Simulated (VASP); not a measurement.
# Si (Fd-3m) in VASP: notebook

Si is run at these levels: PBEsol; tasks: vibrations by perturbation theory.

Everything below comes from runs of VASP 6.6.1. Logs are shortened: lines on timing, memory, paths and dates and some standing lists are left out, and cuts for length are marked.

### 1 The cell of the first run

The structure is cubic, space group Fd-3m (No. 227). Conventional cell: a = 5.434 Å, b = 5.434 Å, c = 5.434 Å, α = 90.00°, β = 90.00°, γ = 90.00°. Si (site symmetry -43m) has 4 Si at 2.35 Å within 3.1 Å.

### 2 Vibrations by perturbation theory, PBEsol

Contents of INCAR:

```
ALGO = Normal ; EDIFF = 1E-8
ENCUT = 520 ; GGA = PS
IBRION = 8 ; ISIF = 2
ISMEAR = 0 ; LASPH = True
LCHARG = False ; LREAL = False
LWAVE = False ; NELM = 100
NSW = 1 ; PREC = Accurate
SIGMA = 0.01
```

Contents of KPOINTS:

```
k-points
0
Gamma
  8 8 8
```

Contents of POSCAR:

```
Si
1.0
    2.7168096183      2.7168096183      0.0000000000
   -2.7168096183      2.7168096183      0.0000000000
    0.0000000000      2.7168096183      2.7168096183
Si
2
Direct
    0.2500000000      0.7500000000      0.5000000000
    0.0000000000      0.0000000000      0.0000000000
```

Potentials or basis: VASP PAW PBE potentials, release 64 (Si).

Launch:

```sh
> cat potpaw_PBE.64/Si/POTCAR > POTCAR
> mpirun -np 1 vasp_std > vasp.out
```

OUTCAR:

```text
EDIFF = 1E-8
   ENCUT = 520
   GGA = PS
   IBRION = 8
   ISIF = 2
   ISMEAR = 0
   LASPH = True
   LREAL = False
   NELM = 100
   NSW = 1
   PREC = Accurate

 ion  position               nearest neighbor table
   1  0.250  0.750  0.500-   2 2.35   2 2.35   2 2.35   2 2.35
   2  0.000  0.000  0.000-   1 2.35   1 2.35   1 2.35   1 2.35

  LATTYP: Found a face centered cubic cell.
 ALAT       =     5.4336192366

  Lattice vectors:

 A1 = (   0.0000000000,   2.7168096183,   2.7168096183)
 A2 = (   2.7168096183,   0.0000000000,   2.7168096183)
 A3 = (   2.7168096183,   2.7168096183,   0.0000000000)

Analysis of symmetry for initial positions (statically):
=====================================================================
 Subroutine PRICEL returns:
 Original cell was already a primitive cell.

 Routine SETGRP: Setting up the symmetry group for a
 face centered cubic supercell.

 Subroutine GETGRP returns: Found 48 space group operations
 (whereof 24 operations were pure point group operations)
 out of a pool of 48 trial point group operations.

The static configuration has the point symmetry T_d .
 The point group associated with its full space group is O_h .

Analysis of symmetry for dynamics (positions and initial velocities):
=====================================================================
 Subroutine PRICEL returns:
 Original cell was already a primitive cell.

 Routine SETGRP: Setting up the symmetry group for a
 face centered cubic supercell.

 Subroutine GETGRP returns: Found 48 space group operations
 (whereof 24 operations were pure point group operations)
 out of a pool of 48 trial point group operations.

The dynamic configuration has the point symmetry T_d .
 The point group associated with its full space group is O_h .

 Subroutine INISYM returns: Found 48 space group operations
 (whereof 24 operations are pure point group operations),
 and found     1 'primitive' translations

----------------------------------------------------------------------------------------

                                     Primitive cell

  volume of cell :      40.1058

  direct lattice vectors                    reciprocal lattice vectors
     2.716809618  2.716809618  0.000000000     0.184039396  0.184039396 -0.184039396
    -2.716809618  2.716809618  0.000000000    -0.184039396  0.184039396 -0.184039396
     0.000000000  2.716809618  2.716809618     0.000000000  0.000000000  0.368078791

  length of vectors
     3.842149009  3.842149009  3.842149009     0.318765584  0.318765584  0.368078791

  position of ions in fractional coordinates (direct lattice)
     0.250000000  0.750000000  0.500000000
     0.000000000  0.000000000  0.000000000

  ion indices of the primitive-cell ions
   primitive index   ion index
                 1           1
                 2           2

----------------------------------------------------------------------------------------

 KPOINTS: k-points

Automatic generation of k-mesh.
 Grid dimensions read from file:
 generate k-points for:    8    8    8

 Generating k-lattice:

  Cartesian coordinates                     Fractional coordinates (reciprocal lattice)
     0.023004924  0.023004924 -0.023004924     0.125000000  0.000000000  0.000000000
    -0.023004924  0.023004924 -0.023004924     0.000000000  0.125000000  0.000000000
     0.000000000  0.000000000  0.046009849     0.000000000  0.000000000  0.125000000

  Length of vectors
     0.039845698  0.039845698  0.046009849

  Shift w.r.t. Gamma in fractional coordinates (k-lattice)
     0.000000000  0.000000000  0.000000000

 Subroutine IBZKPT returns following result:
 ===========================================

 Found     29 irreducible k-points:

 Following reciprocal coordinates:
            Coordinates               Weight
  0.000000  0.000000  0.000000      1.000000
  0.125000  0.000000  0.000000      8.000000
  0.250000  0.000000  0.000000      8.000000
  0.375000  0.000000  0.000000      8.000000
  0.500000  0.000000  0.000000      4.000000
  0.125000  0.125000  0.000000     12.000000
[... 16 lines left out ...]
  0.375000  0.250000  0.125000     48.000000
  0.500000  0.250000  0.125000     24.000000
 [... further k-points ...]
   k-points           NKPTS =     29   k-points in BZ     NKDIM =     29   number of bands    NBANDS=      8
   number of dos      NEDOS =    301   number of ions     NIONS =      2
   total plane-waves  NPLWV =  27000
   dimension x,y,z NGX =    30 NGY =   30 NGZ =   30
   dimension x,y,z NGXF=    60 NGYF=   60 NGZF=   60
   ions per type =               2
   NGX,Y,Z   is equivalent  to a cutoff of  12.98, 12.98, 12.98 a.u.
   NGXF,Y,Z  is equivalent  to a cutoff of  25.96, 25.96, 25.96 a.u.
 SYSTEM =  unknown system
   PREC   = accura    normal or accurate (medium, high low for compatibility)
   ISTART =      0    job   : 0-new  1-cont  2-samecut
   ICHARG =      2    charge: 1-file 2-atom 10-const
   ISPIN  =      1    spin polarized calculation?
   LNONCOLLINEAR =      F non collinear calculations
   LSORBIT =      F    spin-orbit coupling
   LASPH  =      T    aspherical Exc in radial PAW
   ENCUT  =  520.0 eV  38.22 Ry    6.18 a.u.   7.14  7.14  7.14*2*pi/ulx,y,z
   NELM   =    100;   NELMIN=  2; NELMDL= -5     # of ELM steps
   EDIFF  = 0.1E-07   stopping-criterion for ELM
   LREAL  =      F    real-space projection
   EDIFFG = 0.1E-06   stopping-criterion for IOM
   NSW    =      1    number of steps for IOM
   IBRION =      8    ionic relax: 0-MD 1-quasi-New 2-CG
   NFREE  =      0    steps in history (QN), initial steepest desc. (CG)
   ISIF   =      2    stress and relaxation
   ISYM   =      2    0-nonsym 1-usesym 2-fastsym
   POTIM  = 0.5000    time-step for ionic-motion
   TEBEG  =    0.0;   TEEND  =   0.0 temperature during run
   PSTRESS=    0.0 pullay stress
   NELECT =       8.0000    total number of electrons
   NUPDOWN=      -1.0000    fix difference up-down
   EMIN   =  10.00;   EMAX   =-10.00  energy-range for DOS
   EFERMI =   0.00;   METHOD = LEGACY
   ISMEAR =     0;   SIGMA  =   0.01  broadening in eV -4-tet -1-fermi 0-gaus
   EFERMI_NEDOS =   21; number of points for ismear=-14 and -15
   IALGO  =     38    algorithm
   IMIX   =      4    mixing-type and parameters
     AMIX     =   0.40;   BMIX     =  1.00
     AMIX_MAG =   1.60;   BMIX_MAG =  1.00
  volume/ion in A,a.u.               =      20.05       135.32
  Fermi-wavevector in a.u.,A,eV,Ry     =   0.956538  1.807595 12.448857  0.914965
  Thomas-Fermi vector in A             =   2.085475
   LORBIT       =      0    0 simple, 1 ext, 2 COOP (PROOUT), +10 PAW based schemes
   GGA     = PS    functional components
   LHFCALC =     F    Hartree Fock is set to
   AEXX    =    0.0000 exact exchange contribution
   IVDW    =     0    specifies the selected vdW correction
   LEPSILON=     F    determine dielectric tensor
   LRPA    =     F    only Hartree local field effects (RPA)
 non-spin polarized calculation
 Gauss-broadening in eV      SIGMA  =   0.01
  energy-cutoff  :      520.00
  volume of cell :       40.11
 maximum number of plane-waves:      1106
 NGX is ok and might be reduce to    30
   NGX = 15   NGY = 15   NGZ = 15

--------------------------------------- Ionic step        1  -------------------------------------------

 number of electron       8.0000000 magnetization

 Free energy of the ion-electron system (eV)
  ---------------------------------------------------
  ext. energy  EPLUGINS =         0.00000000
  ---------------------------------------------------
  free energy    TOTEN  =       -11.48911419 eV

  energy without entropy =      -11.48911419  energy(sigma->0) =      -11.48911419

 E-fermi :   5.8709     XC(G=0):  -9.5466

 val. band max:        5.7754205970   @ k =   0.0000   0.0000   0.0000
 cond. band min:       6.2806495287   @ k =  -0.3750   0.3750   0.0000
 fundamental gap:      0.5052289318
 Fermi energy:         5.8708857441

 k-point     1 :       0.0000    0.0000    0.0000
  band No.  band energies     occupation
      1      -6.2042      2.00000
      2       5.7754      2.00000
      3       5.7754      2.00000
      4       5.7754      2.00000
      5       8.2913      0.00000
      6       8.2913      0.00000
      7       8.2913      0.00000
      8       9.0813      0.00000
[... 243 lines left out ...]
 k-point    24 :       0.5000    0.2500    0.1250
  band No.  band energies     occupation
      1      -3.3192      2.00000
      2      -1.0357      2.00000
      3       2.2902      2.00000
      4       3.5942      2.00000
      5       8.7724      0.00000
      6       8.8126      0.00000
      7      11.6310      0.00000
      8      12.8080      0.00000

 [... further k-points ...]

------------------------ aborting loop because EDIFF is reached ----------------------------------------

  FORCE on cell =-STRESS in cart. coord.  units (eV):
  Direction    XX          YY          ZZ          XY          YZ          ZX
  --------------------------------------------------------------------------------------
  -------------------------------------------------------------------------------------
  Total        0.0289967      0.0289967      0.0289967      0.0000000     -0.0000000     -0.0000000
  in kB        1.1583798      1.1583798      1.1583798      0.0000000     -0.0000000     -0.0000000
  external PRESSURE =       1.1583798 kB  Pullay stress =       0.0000000 kB

 VOLUME and BASIS-vectors are now :
 -----------------------------------------------------------------------------
  energy-cutoff  :      520.00
  volume of cell :       40.11
      direct lattice vectors                 reciprocal lattice vectors
     2.716809618  2.716809618  0.000000000     0.184039396  0.184039396 -0.184039396
    -2.716809618  2.716809618  0.000000000    -0.184039396  0.184039396 -0.184039396
     0.000000000  2.716809618  2.716809618     0.000000000  0.000000000  0.368078791

 POSITION                                       TOTAL-FORCE (eV/Angst)
 -----------------------------------------------------------------------------------
     -1.35840      4.07521      1.35840        -0.000000      0.000000     -0.000000
      0.00000      0.00000      0.00000         0.000000     -0.000000      0.000000
 -----------------------------------------------------------------------------------
    total drift:                               -0.000000      0.000000     -0.000000

  FREE ENERGIE OF THE ION-ELECTRON SYSTEM (eV)
  ---------------------------------------------------
  free  energy   TOTEN  =       -11.4891141883 eV

  energy  without entropy=      -11.4891141883  energy(sigma->0) =      -11.48911419

[... ionic steps 2 to 3 ...]

--------------------------------------- Ionic step        4  -------------------------------------------

 Free energy of the ion-electron system (eV)
  ---------------------------------------------------
  ---------------------------------------------------
  free energy    TOTEN  =        -0.01728548 eV

  energy without entropy =       -0.01728548

------------------------ aborting loop because EDIFF is reached ----------------------------------------

 INTERNAL STRAIN TENSOR  FOR ION    1  DIRECTION 1   (eV/Angst):
 -----------------------------------------------------------------------------
     0.01948  0.00000  0.00000
     0.00000 -0.01095 -9.59605
     0.00000 -9.59605 -0.01095

 INTERNAL STRAIN TENSOR FOR ION    2 for displacements in x,y,z  (eV/Angst):
          X           Y           Z          XY          YZ          ZX
  --------------------------------------------------------------------------------
  x    -0.00000     0.00000     0.00000     0.00000     9.59605     0.00000
  y     0.00000     0.00000     0.00000     0.00000     0.00000     9.59605
  z     0.00000     0.00000    -0.00000     9.59605     0.00000     0.00000

 SECOND DERIVATIVES (NOT SYMMETRIZED)
 ------------------------------------
               1X          1Y          1Z          2X          2Y          2Z
  1X   -13.401103    0.000000    0.000000   13.401103    0.000000    0.000000
  1Y     0.000000  -13.401103    0.000000    0.000000   13.401103    0.000000
  1Z     0.000000    0.000000  -13.401103    0.000000    0.000000   13.401103
  2X    13.401103    0.000000    0.000000  -13.401103    0.000000    0.000000
  2Y     0.000000   13.401103    0.000000    0.000000  -13.401103    0.000000
  2Z     0.000000    0.000000   13.401103    0.000000    0.000000  -13.401103

 Eigenvectors and eigenvalues of the dynamical matrix
 ----------------------------------------------------

   1 f  =   15.272101 THz    95.957438 2PiTHz  509.422442 cm-1    63.160305 meV
             X         Y         Z           dx          dy          dz
     -1.358405  4.075214  1.358405     0.000000   -0.707107    0.000000
      0.000000  0.000000  0.000000     0.000000    0.707107    0.000000
[... 21 lines left out ...]
   6 f  =    0.000000 THz     0.000000 2PiTHz    0.000000 cm-1     0.000000 meV
             X         Y         Z           dx          dy          dz
     -1.358405  4.075214  1.358405     0.000000    0.000000    0.707107
      0.000000  0.000000  0.000000     0.000000    0.000000    0.707107

--------------------------------------------------------------------------------------------------------

 ELASTIC MODULI CONTR FROM IONIC RELAXATION (kBar)
 Direction    XX          YY          ZZ          XY          YZ          ZX
 --------------------------------------------------------------------------------
 XX          -0.0000      0.0000     -0.0000      0.0000      0.0000      0.0000
 YY           0.0000     -0.0000     -0.0000      0.0000     -0.0000     -0.0000
 ZZ          -0.0000     -0.0000     -0.0000      0.0000      0.0000     -0.0000
 XY           0.0000      0.0000      0.0000   -274.5030     -0.0000      0.0000
 YZ           0.0000     -0.0000      0.0000     -0.0000   -274.5030     -0.0000
 ZX           0.0000     -0.0000     -0.0000      0.0000     -0.0000   -274.5030
 --------------------------------------------------------------------------------
```

Wall time 1.9 min (1 thread of Intel Xeon 8259CL, shared host); peak memory 0.21 GiB.

Results:

| Property | Result |
| --- | --- |
| Highest phonon frequency at Γ | 509 cm⁻¹ |

Phonon frequencies in cm⁻¹ (negative: imaginary):
```
              q point        frequencies
(0.000, 0.000, 0.000)  0 0 0 509 509 509
```

Caveat: the PAW data sets were made with another functional, which shifts forces and pressure a little.

[end of part 1 of 2]
